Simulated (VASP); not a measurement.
# BaAg2As2 (I4/mmm) in VASP: relaxation of the atoms with PBE

Aim: the relaxation of the atoms of BaAg2As2 with PBE.

Program: VASP 6.6.1. These are calculated values, not measurements. Logs are shortened: lines on timing, memory, paths and dates and some standing lists are left out, and cuts for length are marked.

### 1 The cell of the first run

Symmetry: I4/mmm, No. 139, tetragonal system. The conventional cell has a = 4.603 Å, b = 4.603 Å, c = 10.867 Å, α = 90.00°, β = 90.00°, γ = 90.00°. Ba (site symmetry 4/mmm) has 10 As at 3.49 to 4.18 Å and 8 Ag at 3.56 Å and 4 Ba at 4.60 Å within 4.7 Å. Within 3.6 Å of Ag (site symmetry -4m2) lie 4 As at 2.72 Å and 4 Ag at 3.25 Å and 4 Ba at 3.56 Å. Within 3.3 Å of As (site symmetry 4mm) lie 1 As at 2.52 Å and 4 Ag at 2.72 Å.

### 2 Relaxation of the atoms, PBE

Contents of INCAR:

```
PREC = Accurate
ENCUT = 450
EDIFF = 1E-7
ISMEAR = -1
SIGMA = 0.05
LREAL = F
LASPH = T
NELM = 120
ALGO = Normal
ISIF = 2
LWAVE = F
LCHARG = F
GGA = PE
IBRION = 2
NSW = 80
EDIFFG = -0.02
GGA_COMPAT = F
NELMIN = 4
KPAR = 4
```

Contents of KPOINTS:

```
Automatic mesh
0
Gamma
  10 10 10
```

Contents of POSCAR:

```
BaAg2As2
1.0
   -2.3012500000      2.3012500000      5.4336000000
    2.3012500000     -2.3012500000      5.4336000000
    2.3012500000      2.3012500000     -5.4336000000
Ba Ag As
1 2 2
Direct
    0.0000000000      0.0000000000      0.0000000000
    0.7500000000      0.2500000000      0.5000000000
    0.2500000000      0.7500000000      0.5000000000
    0.3842000000      0.3842000000      0.0000000000
    0.6158000000      0.6158000000      0.0000000000
```

Potentials or basis: VASP PAW PBE potentials, release 64 (Ba_sv, Ag, As).

Started as:

```bash
cat potpaw_PBE.64/Ba_sv/POTCAR potpaw_PBE.64/Ag/POTCAR potpaw_PBE.64/As/POTCAR > POTCAR
mpirun -np 4 vasp_std > vasp.out
```

OUTCAR:

```text
PREC = Accurate
   ENCUT = 450
   EDIFF = 1E-7
   ISMEAR = -1
   LREAL = F
   LASPH = T
   NELM = 120
   ISIF = 2
   GGA = PE
   IBRION = 2
   NSW = 80
   EDIFFG = -0.02
   NELMIN = 4

 ion  position               nearest neighbor table
   1  0.000  0.000  0.000-   5 3.49   5 3.49   5 3.49   4 3.49   5 3.49   4 3.49   4 3.49   4 3.49
                             2 3.56   3 3.56   2 3.56   3 3.56   2 3.56   2 3.56   3 3.56   3 3.56
   2  0.750  0.250  0.500-   4 2.72   5 2.72   4 2.72   5 2.72   3 3.25   3 3.25   3 3.25   3 3.25
                             1 3.56   1 3.56   1 3.56   1 3.56
   3  0.250  0.750  0.500-   4 2.72   5 2.72   4 2.72   5 2.72   2 3.25   2 3.25   2 3.25   2 3.25
                             1 3.56   1 3.56   1 3.56   1 3.56
   4  0.384  0.384  0.000-   5 2.52   3 2.72   2 2.72   3 2.72   2 2.72   1 3.49   1 3.49   1 3.49
                             1 3.49
   5  0.616  0.616  0.000-   4 2.52   2 2.72   3 2.72   2 2.72   3 2.72   1 3.49   1 3.49   1 3.49
                             1 3.49

  LATTYP: Found a body centered tetragonal cell.
 ALAT       =     4.6025000000
 C/A-ratio  =     2.3611515481

  Lattice vectors:

 A1 = (  -2.3012500000,   2.3012500000,   5.4336000000)
 A2 = (   2.3012500000,  -2.3012500000,   5.4336000000)
 A3 = (   2.3012500000,   2.3012500000,  -5.4336000000)

Analysis of symmetry for initial positions (statically):
=====================================================================
 Subroutine PRICEL returns:
 Original cell was already a primitive cell.

 Routine SETGRP: Setting up the symmetry group for a
 body centered tetragonal supercell.

 Subroutine GETGRP returns: Found 16 space group operations
 (whereof 16 operations were pure point group operations)
 out of a pool of 16 trial point group operations.

The static configuration has the point symmetry D_4h.

Analysis of symmetry for dynamics (positions and initial velocities):
=====================================================================
 Subroutine PRICEL returns:
 Original cell was already a primitive cell.

 Routine SETGRP: Setting up the symmetry group for a
 body centered tetragonal supercell.

 Subroutine GETGRP returns: Found 16 space group operations
 (whereof 16 operations were pure point group operations)
 out of a pool of 16 trial point group operations.

The dynamic configuration has the point symmetry D_4h.

 Subroutine INISYM returns: Found 16 space group operations
 (whereof 16 operations are pure point group operations),
 and found     1 'primitive' translations

----------------------------------------------------------------------------------------

                                     Primitive cell

  volume of cell :     115.1000

  direct lattice vectors                    reciprocal lattice vectors
    -2.301250000  2.301250000  5.433600000     0.000000000  0.217273221  0.092020024
     2.301250000 -2.301250000  5.433600000     0.217273221  0.000000000  0.092020024
     2.301250000  2.301250000 -5.433600000     0.217273221  0.217273221  0.000000000

  length of vectors
     6.333680769  6.333680769  6.333680769     0.235956219  0.235956219  0.307270736

  position of ions in fractional coordinates (direct lattice)
     0.000000000  0.000000000  0.000000000
     0.750000000  0.250000000  0.500000000
     0.250000000  0.750000000  0.500000000
     0.384200000  0.384200000  0.000000000
     0.615800000  0.615800000  0.000000000

  ion indices of the primitive-cell ions
   primitive index   ion index
                 1           1
                 2           2
                 3           3
                 4           4
                 5           5

----------------------------------------------------------------------------------------

 KPOINTS: Automatic mesh

Automatic generation of k-mesh.
 Grid dimensions read from file:
 generate k-points for:   10   10   10

 Generating k-lattice:

  Cartesian coordinates                     Fractional coordinates (reciprocal lattice)
     0.000000000  0.021727322  0.009202002     0.100000000  0.000000000 -0.000000000
     0.021727322  0.000000000  0.009202002     0.000000000  0.100000000 -0.000000000
     0.021727322  0.021727322  0.000000000     0.000000000  0.000000000  0.100000000

  Length of vectors
     0.023595622  0.023595622  0.030727074

  Shift w.r.t. Gamma in fractional coordinates (k-lattice)
     0.000000000  0.000000000  0.000000000

 Subroutine IBZKPT returns following result:
 ===========================================

 Found    102 irreducible k-points:

 Following reciprocal coordinates:
            Coordinates               Weight
  0.000000  0.000000  0.000000      1.000000
  0.100000  0.000000  0.000000      8.000000
  0.200000  0.000000  0.000000      8.000000
  0.300000 -0.000000  0.000000      8.000000
  0.400000  0.000000  0.000000      8.000000
  0.500000 -0.000000  0.000000      4.000000
[... 16 lines left out ...]
  0.300000  0.300000  0.000000      8.000000
  0.400000  0.300000  0.000000     16.000000
 [... further k-points ...]
   k-points           NKPTS =    102   k-points in BZ     NKDIM =    102   number of bands    NBANDS=     25
   number of dos      NEDOS =    301   number of ions     NIONS =      5
   total plane-waves  NPLWV = 110592
   dimension x,y,z NGX =    48 NGY =   48 NGZ =   48
   dimension x,y,z NGXF=    96 NGYF=   96 NGZF=   96
   ions per type =               1   2   2
   NGX,Y,Z   is equivalent  to a cutoff of  12.60, 12.60, 12.60 a.u.
   NGXF,Y,Z  is equivalent  to a cutoff of  25.20, 25.20, 25.20 a.u.
 SYSTEM =  unknown system
   PREC   = accura    normal or accurate (medium, high low for compatibility)
   ISTART =      0    job   : 0-new  1-cont  2-samecut
   ICHARG =      2    charge: 1-file 2-atom 10-const
   ISPIN  =      1    spin polarized calculation?
   LNONCOLLINEAR =      F non collinear calculations
   LSORBIT =      F    spin-orbit coupling
   LASPH  =      T    aspherical Exc in radial PAW
   ENCUT  =  450.0 eV  33.07 Ry    5.75 a.u.  10.96 10.96 10.96*2*pi/ulx,y,z
   NELM   =    120;   NELMIN=  4; NELMDL= -5     # of ELM steps
   EDIFF  = 0.1E-06   stopping-criterion for ELM
   LREAL  =      F    real-space projection
   EDIFFG = -.2E-01   stopping-criterion for IOM
   NSW    =     80    number of steps for IOM
   IBRION =      2    ionic relax: 0-MD 1-quasi-New 2-CG
   NFREE  =      1    steps in history (QN), initial steepest desc. (CG)
   ISIF   =      2    stress and relaxation
   ISYM   =      2    0-nonsym 1-usesym 2-fastsym
   POTIM  = 0.5000    time-step for ionic-motion
   TEBEG  =    0.0;   TEEND  =   0.0 temperature during run
   PSTRESS=    0.0 pullay stress
   NELECT =      42.0000    total number of electrons
   NUPDOWN=      -1.0000    fix difference up-down
   EMIN   =  10.00;   EMAX   =-10.00  energy-range for DOS
   EFERMI =   0.00;   METHOD = LEGACY
   ISMEAR =    -1;   SIGMA  =   0.05  broadening in eV -4-tet -1-fermi 0-gaus
   EFERMI_NEDOS =   21; number of points for ismear=-14 and -15
   IALGO  =     38    algorithm
   IMIX   =      4    mixing-type and parameters
     AMIX     =   0.40;   BMIX     =  1.00
     AMIX_MAG =   1.60;   BMIX_MAG =  1.00
  volume/ion in A,a.u.               =      23.02       155.35
  Fermi-wavevector in a.u.,A,eV,Ry     =   1.169857  2.210709 18.620468  1.368566
  Thomas-Fermi vector in A             =   2.306324
   LORBIT       =      0    0 simple, 1 ext, 2 COOP (PROOUT), +10 PAW based schemes
   GGA     = PE    functional components
   LHFCALC =     F    Hartree Fock is set to
   AEXX    =    0.0000 exact exchange contribution
   IVDW    =     0    specifies the selected vdW correction
   LEPSILON=     F    determine dielectric tensor
   LRPA    =     F    only Hartree local field effects (RPA)
 conjugate gradient relaxation of ions
 non-spin polarized calculation
  energy-cutoff  :      450.00
  volume of cell :      115.10
 maximum number of plane-waves:      2532
 NGX is ok and might be reduce to    48
   NGX = 21   NGY = 21   NGZ = 21

--------------------------------------- Ionic step        1  -------------------------------------------

 number of electron      41.9999999 magnetization

 Free energy of the ion-electron system (eV)
  ---------------------------------------------------
  ext. energy  EPLUGINS =         0.00000000
  ---------------------------------------------------
  free energy    TOTEN  =       -19.06448625 eV

  energy without entropy =      -19.04917628  energy(sigma->0) =      -19.05683126

------------------------ aborting loop because EDIFF is reached ----------------------------------------

  FORCE on cell =-STRESS in cart. coord.  units (eV):
  Direction    XX          YY          ZZ          XY          YZ          ZX
  --------------------------------------------------------------------------------------
  -------------------------------------------------------------------------------------
  Total        1.6340272      1.6340272      3.2817553      0.0000000     -0.0000000      0.0000000
  in kB       22.7454535     22.7454535     45.6816230      0.0000000     -0.0000000      0.0000000
  external PRESSURE =      30.3908433 kB  Pullay stress =       0.0000000 kB
[... 63 lines left out ...]
  energy  without entropy=      -19.0544008607  energy(sigma->0) =      -19.06198326

--------------------------------------- Ionic step        3  -------------------------------------------

 number of electron      41.9999999 magnetization

 Free energy of the ion-electron system (eV)
  ---------------------------------------------------
  ext. energy  EPLUGINS =         0.00000000
  ---------------------------------------------------
  free energy    TOTEN  =       -19.07054436 eV

  energy without entropy =      -19.05550439  energy(sigma->0) =      -19.06302437

 E-fermi :   5.8922     XC(G=0): -10.3597

 val. band max:        5.8888491167   @ k =   0.0000   0.0000   0.0000
 cond. band min:       5.9026466104   @ k =   0.3000   0.3000   0.0000
 fundamental gap:      0.0137974936
 Fermi energy:         5.8921641533

 k-point     1 :       0.0000    0.0000    0.0000
  band No.  band energies     occupation
      1     -22.2051      2.00000
      2      -7.5794      2.00000
      3      -7.4307      2.00000
      4      -7.4307      2.00000
      5      -6.5981      2.00000
      6      -4.2843      2.00000
[... 661 lines left out ...]
     24       9.0104      0.00000
     25       9.7027      0.00000

 [... further k-points ...]

------------------------ aborting loop because EDIFF is reached ----------------------------------------

  FORCE on cell =-STRESS in cart. coord.  units (eV):
  Direction    XX          YY          ZZ          XY          YZ          ZX
  --------------------------------------------------------------------------------------
  -------------------------------------------------------------------------------------
  Total        1.7752204      1.7752204      3.0285481      0.0000000     -0.0000000      0.0000000
  in kB       24.7108455     24.7108455     42.1570095      0.0000000     -0.0000000      0.0000000
  external PRESSURE =      30.5262335 kB  Pullay stress =       0.0000000 kB
[... 20 lines left out ...]
  FREE ENERGIE OF THE ION-ELECTRON SYSTEM (eV)
  ---------------------------------------------------
  free  energy   TOTEN  =       -19.0705443569 eV

  energy  without entropy=      -19.0555043879  energy(sigma->0) =      -19.06302437

 reached required accuracy - stopping structural energy minimisation
```

Run time: 5 min. Hardware: 4 MPI ranks of AMD EPYC 7R43 (Zen 3), shared host; peak memory 0.49 GiB.

Results:

```
Free energy                  : -19.0705 eV
Energy gained by relaxing    : 1.2 meV/atom
Ionic steps                  : 3
Pressure after relaxing      : 3.1 GPa
Largest force after relaxing : 0.004 eV/Å
Band gap on the k mesh       : zero (bands 21 and 22 overlap by 0.83 eV)
```

Forces in eV/Å, atoms in the order of the input:
```
Ba   0.000  0.000  0.000
Ag   0.000  0.000  0.000
Ag   0.000  0.000  0.000
As   0.000  0.000  0.004
As   0.000  0.000 -0.004
```

The path:
| step | energy change (eV) | largest force (eV/Å) | pressure (GPa) |
| --- | --- | --- | --- |
| 1 | 0.0000 | 0.2763 | 3.04 |
| 2 | -0.0051 | 0.1081 | 3.04 |
| 3 | -0.0061 | 0.0036 | 3.05 |

Final structure:
```cif
data_structure
_symmetry_space_group_name_H-M 'P 1'
_symmetry_Int_Tables_number 1
_cell_length_a 6.3337
_cell_length_b 6.3337
_cell_length_c 6.3337
_cell_angle_alpha 137.390
_cell_angle_beta 137.390
_cell_angle_gamma 61.839
_cell_volume 115.10
loop_
_atom_site_label
_atom_site_type_symbol
_atom_site_fract_x
_atom_site_fract_y
_atom_site_fract_z
_atom_site_occupancy
Ba1 Ba 0.00000 0.00000 0.00000 1
Ag1 Ag 0.75000 0.25000 0.50000 1
Ag2 Ag 0.25000 0.75000 0.50000 1
As1 As 0.38210 0.38210 0.00000 1
As2 As 0.61790 0.61790 0.00000 1
```

Caveat: spin-orbit coupling is left out, which moves the levels of the heavy elements.
